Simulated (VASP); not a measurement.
Input of a VASP 6.6.1 run:

INCAR

```
SYSTEM = Pt
ALGO = Normal
DIPOL = 0.5 0.5 0.500
EDIFF = 1E-6
ENCUT = 520
GGA = PE
IDIPOL = 3
ISIF = 2
ISMEAR = 0
LASPH = .TRUE.
LCHARG = .TRUE.
LDIPOL = .TRUE.
LELF = .TRUE.
LREAL = .FALSE.
LVACPOTAV = .TRUE.
LVHAR = .TRUE.
LWAVE = .FALSE.
NBANDS = 33
NELM = 100
PREC = Accurate
SIGMA = 0.1
```

Contents of KPOINTS:

```
k-points
0
G
  12 12 1
  0 0 0
```

The input POSCAR:

```
Pt
1.0
    2.8073770645      0.0000000000      0.0000000000
   -1.4036885323      2.4312598559      0.0000000000
    0.0000000000      0.0000000000     24.1688550982
Pt
5
Direct
    0.6666666667      0.3333333333      0.3106255877
    0.3333333333      0.6666666667      0.4062444484
    0.0000000000      0.0000000000      0.5000000000
    0.6666666667      0.3333333333      0.5937555382
    0.3333333333      0.6666666667      0.6893744258
```

Potentials or basis: VASP PAW PBE potentials, release 64 (Pt).

Command:

```bash
$ cat potpaw_PBE.64/Pt/POTCAR > POTCAR
$ mpirun -np 1 vasp_std > vasp.out
```

Problem. Predict the band gap on the k mesh.

Solution. Zero (bands 25 and 26 overlap by 1.45 eV).

Problem. Predict the largest force.

Solution. 0.019 eV/Å.

Forces on the atoms (eV/Å):
```
Pt   0.000  0.000  0.019
Pt   0.000  0.000  0.006
Pt   0.000  0.000  0.000
Pt   0.000  0.000 -0.006
Pt   0.000  0.000 -0.019
```

Caveat: spin-orbit coupling is left out, which moves the levels of the heavy elements.
